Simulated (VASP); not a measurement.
Set up this calculation in VASP 6.6.1, as the native input.

| Quantity | Value |
| --- | --- |
| Task | single point |
| Functional | r2SCAN |
| Potentials or basis | VASP PAW PBE potentials, release 64 (N) |
| Cutoff | 520 eV |
| k mesh | 6 × 6 × 6 |
| Occupations | gaussian, width 0.01 eV |
| Spin | no spin polarisation |
| Dipole correction | no |
| Further INCAR settings | ALGO = Normal; EDIFF = 1e-06; NBANDS = 30 |

The system is N.

```
N
1.0
     5.56052    0.00000    0.00000
     0.00000    5.56052    0.00000
     0.00000    0.00000    5.56052
N
8
Direct
  0.05740 0.44260 0.55740
  0.44260 0.55740 0.05740
  0.55740 0.05740 0.44260
  0.94260 0.94260 0.94260
  0.94260 0.55740 0.44260
  0.55740 0.44260 0.94260
  0.44260 0.94260 0.55740
  0.05740 0.05740 0.05740
```

These files were run (other wordings do the same):

POSCAR

```
N
1.0
    5.5605176600      0.0000000000      0.0000000000
    0.0000000000      5.5605176600      0.0000000000
    0.0000000000      0.0000000000      5.5605176600
N
8
Direct
    0.0573973300      0.4426026700      0.5573973300
    0.4426026700      0.5573973300      0.0573973300
    0.5573973300      0.0573973300      0.4426026700
    0.9426026700      0.9426026700      0.9426026700
    0.9426026700      0.5573973300      0.4426026700
    0.5573973300      0.4426026700      0.9426026700
    0.4426026700      0.9426026700      0.5573973300
    0.0573973300      0.0573973300      0.0573973300
```

INCAR.step1

```
SYSTEM = N
ALGO = Normal
EDIFF = 1E-4
ENCUT = 520
GGA = PE
ISMEAR = 0
LASPH = .True.
LCHARG = .False.
LREAL = .False.
LWAVE = .True.
NBANDS = 30
NELM = 80
PREC = Accurate
SIGMA = 0.01
```

INCAR.step2

```
SYSTEM = N
ALGO = Normal
EDIFF = 1E-6
ENCUT = 520
ISIF = 2
ISMEAR = 0
ISTART = 1
LASPH = .True.
LCHARG = .False.
LMIXTAU = .True.
LREAL = .False.
LWAVE = .False.
METAGGA = R2SCAN
NBANDS = 30
NELM = 80
PREC = Accurate
SIGMA = 0.01
```

KPOINTS

```
k-points
0
Gamma
  6 6 6
  0 0 0
```

Potentials or basis: VASP PAW PBE potentials, release 64 (N).

Launch:

```console
$ cat potpaw_PBE.64/N/POTCAR > POTCAR
$ cp INCAR.step1 INCAR
$ mpirun -np 1 vasp_std > vasp.out
$ cp INCAR.step2 INCAR
$ mpirun -np 1 vasp_std > vasp.out
```

Results of the run:

The pressure is 0.1 GPa, the largest force is 0.151 eV/Å and the band gap on the k mesh is 7.91 eV (least direct gap 7.94 eV).

Caveat: the standard files for N, O and F lose accuracy on very short bonds; the PAW data sets were made with another functional, which shifts forces and pressure a little.

Wall time 13 min on 1 thread of AMD EPYC 7571, on a shared host, peak memory 0.28 GiB.
